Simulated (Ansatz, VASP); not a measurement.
SiC in VASP and in Ansatz

```
Si C
1.0
     0.00000    2.17805    2.17805
     2.17805    0.00000    2.17805
     2.17805    2.17805    0.00000
Si C
1 1
Cartesian
  0.0000 0.0000 0.0000
  1.0890 1.0890 1.0890
```

Alike in both runs: task single point; functional r2SCAN; k mesh 10 × 10 × 10; no spin polarisation.

|  | VASP | Ansatz |
| --- | --- | --- |
| version | VASP 6.6.1 | Ansatz 0.2.0 |
| potentials or method | VASP PAW PBE potentials, release 64 (Si, C) | plane waves, PAW |
| plane-wave cutoff (eV) | 520 | 500 |
| occupations | gaussian, width 0.01 eV | fixed |
| valence electrons in the cell | 8 | 8 |

```tsv
	VASP	Ansatz	Ansatz less VASP
gap on the k mesh at the Fermi level (eV)	1.72	1.71	-0.011
pressure (GPa)	-0.1	0.0	+0.18
```

VASP's potentials were made for PBE, not for r2SCAN.
